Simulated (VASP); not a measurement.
Set up this calculation in VASP 6.6.1, as the native input.

```yaml
Task: single point
Functional: LDA
Potentials_or_basis: VASP PAW LDA potentials, release 64 (C)
Cutoff: 600 eV
k_mesh: 12 × 12 × 12
Occupations: gaussian, width 0.02 eV
Spin: no spin polarisation
Dipole_correction: no
Further_INCAR_settings: ALGO = Normal; EDIFF = 1e-06; NBANDS = 11
```

The structure of C lies in POSCAR:

```
C
1.0
    0.0000000000      1.7657234642      1.7657234642
    1.7657234642      0.0000000000      1.7657234642
    1.7657234642      1.7657234642      0.0000000000
C
2
Direct
    0.0000000000      0.0000000000      0.0000000000
    0.2500000000      0.2500000000      0.2500000000
```

One way to write it, as run:

INCAR

```
  PREC = Accurate
  ENCUT = 600
  EDIFF = 1E-6
  ISMEAR = 0
  SIGMA = 0.02
  LREAL = F
  LASPH = T
  NELM = 120
  ALGO = Normal
  ISIF = 2
  LWAVE = F
  LCHARG = T
  LELF = T
  LVHAR = T
  NBANDS = 11
  GGA_COMPAT = F
```

KPOINTS

```
regular mesh
0
Gamma
  12 12 12
```

Potentials or basis: VASP PAW LDA potentials, release 64 (C).

Launch:

```bash
$ cat potpaw_LDA.64/C/POTCAR > POTCAR
$ mpirun -np 1 vasp_std > vasp.out
```

It gave:

| Item | Value |
| --- | --- |
| Pressure | 0.9 GPa |
| Band gap on the k mesh | 4.20 eV, indirect (least direct gap 5.63 eV) |

Wall time 13 s on 1 thread of Intel Xeon 8259CL, on a shared host, peak memory 0.11 GiB.
